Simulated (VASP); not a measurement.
# Si2W in VASP: single point with PBEsol

Aim: the single point of Si2W with PBEsol.

All numbers are computed with VASP 6.6.1; they aren't measurements. Logs are shortened: lines on timing, memory, paths and dates and some standing lists are left out, and cuts for length are marked.

### Step 1. The cell of the first run

The typed cell holds 6 atoms: a = 3.203 Å, b = 3.203 Å, c = 7.814 Å, α = 90.00°, β = 90.00°, γ = 90.00°.

### Step 2. Single point, PBEsol

File INCAR:

```
  ALGO = Normal
  EDIFF = 1E-6
  ENCUT = 520
  GGA = PS
  ISIF = 2
  ISMEAR = 0
  LASPH = T
  LCHARG = F
  LREAL = F
  LWAVE = F
  NBANDS = 31
  NELM = 100
  PREC = Accurate
  SIGMA = 0.15
```

File KPOINTS:

```
k-points
0
Gamma
  10 10 6
```

File POSCAR:

```
Si2W
1.0
   -0.0000208952     -3.2029677693     -0.0000217947
   -3.2031704484     -0.0000208952      0.0000052343
    0.0000127744     -0.0000531902     -7.8142933600
Si W
4 2
Direct
    0.5000010057      0.5000222592      0.1654775149
    1.0000174827      0.9999504751      0.6654633439
    0.4999962107      0.5000121617      0.8345281087
    1.0000108992      1.0000038938      0.3345211648
   -0.0000039374      0.0000034023      0.0000059766
    0.4999783392      0.5000078079      0.5000038910
```

Potentials or basis: VASP PAW PBE potentials, release 64 (Si, W_sv).

The run is started by

```sh
$ cat potpaw_PBE.64/Si/POTCAR potpaw_PBE.64/W_sv/POTCAR > POTCAR
$ mpirun -np 1 vasp_std > vasp.out
```

OUTCAR:

```text
EDIFF = 1E-6
   ENCUT = 520
   GGA = PS
   ISIF = 2
   ISMEAR = 0
   LASPH = T
   LREAL = F
   NELM = 100
   PREC = Accurate

 ion  position               nearest neighbor table
   1  0.500  0.500  0.165-   3 2.59   5 2.61   5 2.61   5 2.61   5 2.61   6 2.61   4 2.62   4 2.62
                             4 2.62   4 2.62
   2  0.000  1.000  0.665-   4 2.59   6 2.61   6 2.61   6 2.61   6 2.61   5 2.61   3 2.62   3 2.62
                             3 2.62   3 2.62
   3  0.500  0.500  0.835-   1 2.59   5 2.61   5 2.61   5 2.61   5 2.61   6 2.61   2 2.62   2 2.62
                             2 2.62   2 2.62
   4  0.000  0.000  0.335-   2 2.59   6 2.61   6 2.61   6 2.61   6 2.61   5 2.61   1 2.62   1 2.62
                             1 2.62   1 2.62
   5  1.000  0.000  0.000-   1 2.61   1 2.61   3 2.61   1 2.61   3 2.61   3 2.61   3 2.61   1 2.61
                             4 2.61   2 2.61
   6  0.500  0.500  0.500-   2 2.61   2 2.61   4 2.61   2 2.61   4 2.61   4 2.61   4 2.61   2 2.61
                             3 2.61   1 2.61

  LATTYP: Found a simple monoclinic cell.
 ALAT       =     3.2029677694
 B/A-ratio  =     1.0000632785
 C/A-ratio  =     2.4397040254
 COS(beta)  =    -0.0000136113

  Lattice vectors:

 A1 = (  -0.0000208952,  -3.2029677693,  -0.0000217947)
 A2 = (   3.2031704484,   0.0000208952,  -0.0000052343)
 A3 = (  -0.0000127744,   0.0000531902,   7.8142933600)

Analysis of symmetry for initial positions (statically):
=====================================================================
 Subroutine PRICEL returns:
 Original cell was already a primitive cell.

 Routine SETGRP: Setting up the symmetry group for a
 simple monoclinic supercell.

 Subroutine GETGRP returns: Found  1 space group operations
 (whereof  1 operations were pure point group operations)
 out of a pool of  4 trial point group operations.

The static configuration has the point symmetry C_1 .

Analysis of symmetry for dynamics (positions and initial velocities):
=====================================================================
 Subroutine PRICEL returns:
 Original cell was already a primitive cell.

 Routine SETGRP: Setting up the symmetry group for a
 simple monoclinic supercell.

 Subroutine GETGRP returns: Found  1 space group operations
 (whereof  1 operations were pure point group operations)
 out of a pool of  4 trial point group operations.

The dynamic configuration has the point symmetry C_1 .

 Subroutine INISYM returns: Found  1 space group operations
 (whereof  1 operations are pure point group operations),
 and found     1 'primitive' translations

----------------------------------------------------------------------------------------

                                     Primitive cell

  volume of cell :      80.1719

  direct lattice vectors                    reciprocal lattice vectors
    -0.000020895 -3.202967769 -0.000021795     0.000002037 -0.312210447  0.000002125
    -3.203170448 -0.000020895  0.000005234    -0.312190692  0.000002037 -0.000000510
     0.000012774 -0.000053190 -7.814293360    -0.000000209  0.000000871 -0.127970624

  length of vectors
     3.202967769  3.203170448  7.814293360     0.312210447  0.312190692  0.127970624

  position of ions in fractional coordinates (direct lattice)
     0.500001006  0.500022259  0.165477515
     0.000017483  0.999950475  0.665463344
     0.499996211  0.500012162  0.834528109
     0.000010899  0.000003894  0.334521165
     0.999996063  0.000003402  0.000005977
     0.499978339  0.500007808  0.500003891

  ion indices of the primitive-cell ions
   primitive index   ion index
                 1           1
                 2           2
                 3           3
                 4           4
                 5           5
                 6           6

----------------------------------------------------------------------------------------

 KPOINTS: k-points

Automatic generation of k-mesh.
 Grid dimensions read from file:
 generate k-points for:   10   10    6

 Generating k-lattice:

  Cartesian coordinates                     Fractional coordinates (reciprocal lattice)
     0.000000204 -0.031221045  0.000000213     0.100000000  0.000000000  0.000000000
    -0.031219069  0.000000204 -0.000000051     0.000000000  0.100000000  0.000000000
    -0.000000035  0.000000145 -0.021328437     0.000000000  0.000000000  0.166666667

  Length of vectors
     0.031221045  0.031219069  0.021328437

  Shift w.r.t. Gamma in fractional coordinates (k-lattice)
     0.000000000  0.000000000  0.000000000

 Subroutine IBZKPT returns following result:
 ===========================================

 Found    304 irreducible k-points:

 Following reciprocal coordinates:
            Coordinates               Weight
  0.000000  0.000000  0.000000      1.000000
  0.100000  0.000000  0.000000      2.000000
  0.200000  0.000000  0.000000      2.000000
  0.300000 -0.000000  0.000000      2.000000
  0.400000 -0.000000 -0.000000      2.000000
  0.500000 -0.000000  0.000000      1.000000
[... 16 lines left out ...]
  0.300000 -0.200000 -0.000000      2.000000
  0.400000  0.200000  0.000000      2.000000
 [... further k-points ...]
   k-points           NKPTS =    304   k-points in BZ     NKDIM =    304   number of bands    NBANDS=     31
   number of dos      NEDOS =    301   number of ions     NIONS =      6
   total plane-waves  NPLWV =  34560
   dimension x,y,z NGX =    24 NGY =   24 NGZ =   60
   dimension x,y,z NGXF=    48 NGYF=   48 NGZF=  120
   ions per type =               4   2
   NGX,Y,Z   is equivalent  to a cutoff of  12.46, 12.46, 12.76 a.u.
   NGXF,Y,Z  is equivalent  to a cutoff of  24.91, 24.91, 25.53 a.u.
 SYSTEM =  unknown system
   PREC   = accura    normal or accurate (medium, high low for compatibility)
   ISTART =      0    job   : 0-new  1-cont  2-samecut
   ICHARG =      2    charge: 1-file 2-atom 10-const
   ISPIN  =      1    spin polarized calculation?
   LNONCOLLINEAR =      F non collinear calculations
   LSORBIT =      F    spin-orbit coupling
   LASPH  =      T    aspherical Exc in radial PAW
   ENCUT  =  520.0 eV  38.22 Ry    6.18 a.u.   5.96  5.96 14.53*2*pi/ulx,y,z
   NELM   =    100;   NELMIN=  2; NELMDL= -5     # of ELM steps
   EDIFF  = 0.1E-05   stopping-criterion for ELM
   LREAL  =      F    real-space projection
   EDIFFG = 0.1E-04   stopping-criterion for IOM
   NSW    =      0    number of steps for IOM
   IBRION =     -1    ionic relax: 0-MD 1-quasi-New 2-CG
   NFREE  =      0    steps in history (QN), initial steepest desc. (CG)
   ISIF   =      2    stress and relaxation
   ISYM   =      2    0-nonsym 1-usesym 2-fastsym
   POTIM  = 0.5000    time-step for ionic-motion
   TEBEG  =    0.0;   TEEND  =   0.0 temperature during run
   PSTRESS=    0.0 pullay stress
   NELECT =      44.0000    total number of electrons
   NUPDOWN=      -1.0000    fix difference up-down
   EMIN   =  10.00;   EMAX   =-10.00  energy-range for DOS
   EFERMI =   0.00;   METHOD = LEGACY
   ISMEAR =     0;   SIGMA  =   0.15  broadening in eV -4-tet -1-fermi 0-gaus
   EFERMI_NEDOS =   21; number of points for ismear=-14 and -15
   IALGO  =     38    algorithm
   IMIX   =      4    mixing-type and parameters
     AMIX     =   0.40;   BMIX     =  1.00
     AMIX_MAG =   1.60;   BMIX_MAG =  1.00
  volume/ion in A,a.u.               =      13.36        90.17
  Fermi-wavevector in a.u.,A,eV,Ry     =   1.340350  2.532895 24.443392  1.796539
  Thomas-Fermi vector in A             =   2.468670
   LORBIT       =      0    0 simple, 1 ext, 2 COOP (PROOUT), +10 PAW based schemes
   GGA     = PS    functional components
   LHFCALC =     F    Hartree Fock is set to
   AEXX    =    0.0000 exact exchange contribution
   IVDW    =     0    specifies the selected vdW correction
   LEPSILON=     F    determine dielectric tensor
   LRPA    =     F    only Hartree local field effects (RPA)
 non-spin polarized calculation
 Gauss-broadening in eV      SIGMA  =   0.15
  energy-cutoff  :      520.00
  volume of cell :       80.17
 maximum number of plane-waves:      2208
 NGX is ok and might be reduce to    24
   NGX = 11   NGY = 11   NGZ = 29

 number of electron      43.9999999 magnetization

 Free energy of the ion-electron system (eV)
  ---------------------------------------------------
  ext. energy  EPLUGINS =         0.00000000
  ---------------------------------------------------
  free energy    TOTEN  =       -53.27735123 eV

  energy without entropy =      -53.26745047  energy(sigma->0) =      -53.27240085

 E-fermi :  11.9828     XC(G=0): -12.6477

 val. band max:       11.9826890557   @ k =  -0.0000   0.1000   0.5000
 cond. band min:      12.0017560128   @ k =  -0.0000   0.2000   0.0000
 fundamental gap:      0.0190669570
 Fermi energy:        11.9828257271

 k-point     1 :       0.0000    0.0000    0.0000
  band No.  band energies     occupation
      1     -61.7978      2.00000
      2     -61.7973      2.00000
      3     -26.0932      2.00000
      4     -26.0750      2.00000
      5     -26.0445      2.00000
      6     -26.0444      2.00000
[... 23 lines left out ...]
     30      16.6373      0.00000
     31      16.9747      0.00000

 k-point     2 :       0.1000    0.0000    0.0000
  band No.  band energies     occupation
      1     -61.7971      2.00000
      2     -61.7966      2.00000
      3     -26.0903      2.00000
      4     -26.0730      2.00000
      5     -26.0664      2.00000
      6     -26.0651      2.00000
[... 23 lines left out ...]
     30      16.8225      0.00000
     31      17.3186      0.00000

 k-point     3 :       0.2000    0.0000    0.0000
  band No.  band energies     occupation
      1     -61.7951      2.00000
      2     -61.7946      2.00000
      3     -26.1235      2.00000
      4     -26.1225      2.00000
      5     -26.0824      2.00000
      6     -26.0676      2.00000
[... 23 lines left out ...]
     30      17.4443      0.00000
     31      17.4728      0.00000

 k-point     4 :       0.3000   -0.0000    0.0000
  band No.  band energies     occupation
      1     -61.7926      2.00000
      2     -61.7921      2.00000
      3     -26.1934      2.00000
      4     -26.1926      2.00000
      5     -26.0721      2.00000
      6     -26.0615      2.00000
[... 23 lines left out ...]
     30      17.3453      0.00000
     31      17.7096      0.00000

 k-point     5 :       0.4000   -0.0000   -0.0000
  band No.  band energies     occupation
      1     -61.7906      2.00000
      2     -61.7901      2.00000
      3     -26.2493      2.00000
      4     -26.2488      2.00000
      5     -26.0630      2.00000
      6     -26.0574      2.00000
[... 23 lines left out ...]
     30      16.6162      0.00000
     31      16.7207      0.00000
[... 542 lines left out ...]
     30      16.2992      0.00000
     31      17.5484      0.00000

 k-point    22 :       0.3000    0.2000    0.0000
  band No.  band energies     occupation
      1     -61.7899      2.00000
      2     -61.7894      2.00000
      3     -26.1835      2.00000
      4     -26.1829      2.00000
      5     -26.1067      2.00000
      6     -26.1059      2.00000
[... 23 lines left out ...]
     30      16.7705      0.00000
     31      17.0832      0.00000

 k-point    23 :       0.3000   -0.2000   -0.0000
  band No.  band energies     occupation
      1     -61.7899      2.00000
      2     -61.7894      2.00000
      3     -26.1835      2.00000
      4     -26.1829      2.00000
      5     -26.1067      2.00000
      6     -26.1059      2.00000
[... 23 lines left out ...]
     30      16.7704      0.00000
     31      17.0831      0.00000

 k-point    24 :       0.4000    0.2000    0.0000
  band No.  band energies     occupation
      1     -61.7879      2.00000
      2     -61.7874      2.00000
      3     -26.2385      2.00000
      4     -26.2380      2.00000
      5     -26.1003      2.00000
      6     -26.0997      2.00000
[... 23 lines left out ...]
     30      16.5778      0.00000
     31      17.1308      0.00000

 [... further k-points ...]
[... 5 lines left out ...]
  --------------------------------------------------------------------------------------
  -------------------------------------------------------------------------------------
  Total        0.1459362      0.1549089      0.1730467     -0.0013758     -0.0014945      0.0005538
  in kB        2.9164290      3.0957408      3.4582115     -0.0274940     -0.0298671      0.0110682
  external PRESSURE =       3.1567938 kB  Pullay stress =       0.0000000 kB

 VOLUME and BASIS-vectors are now :
 -----------------------------------------------------------------------------
  energy-cutoff  :      520.00
  volume of cell :       80.17
      direct lattice vectors                 reciprocal lattice vectors
    -0.000020895 -3.202967769 -0.000021795     0.000002037 -0.312210447  0.000002125
    -3.203170448 -0.000020895  0.000005234    -0.312190692  0.000002037 -0.000000510
     0.000012774 -0.000053190 -7.814293360    -0.000000209  0.000000871 -0.127970624

 POSITION                                       TOTAL-FORCE (eV/Angst)
 -----------------------------------------------------------------------------------
     -1.60166     -1.60151     -1.29310         0.000445      0.000106     -0.001694
     -3.20300     -0.00011     -5.20012        -0.001581      0.000823     -0.003691
     -1.60162     -1.60153     -6.52126         0.000626     -0.000133      0.001875
     -0.00001     -0.00005     -2.61405        -0.000078      0.000546      0.001800
     -0.00003     -3.20296     -0.00007        -0.000239     -0.000056      0.000882
     -1.60161     -1.60145     -3.90719         0.000828     -0.001286      0.000828
 -----------------------------------------------------------------------------------
    total drift:                               -0.000002      0.000003     -0.000006

  FREE ENERGIE OF THE ION-ELECTRON SYSTEM (eV)
  ---------------------------------------------------
  free  energy   TOTEN  =       -53.2773512276 eV

  energy  without entropy=      -53.2674504650  energy(sigma->0) =      -53.27240085
```

Wall time 27 min (1 thread of Oxide Virtual Turin-like, shared host); peak memory 0.61 GiB.

Results:

* Free energy: -53.2774 eV
* Pressure: 0.3 GPa
* Largest force: 0.004 eV/Å
* Band gap on the k mesh: zero (band 22 reaches 12.75 eV, above the bottom of band 23 at 11.41 eV)

Forces in eV/Å, atoms in the order of the input:
```
Si   0.000  0.000 -0.002
Si  -0.002  0.001 -0.004
Si   0.001  0.000  0.002
Si   0.000  0.001  0.002
W    0.000  0.000  0.001
W    0.001 -0.001  0.001
```

Caveat: the PAW data sets were made with another functional, which shifts forces and pressure a little; spin-orbit coupling is left out, which moves the levels of the heavy elements.
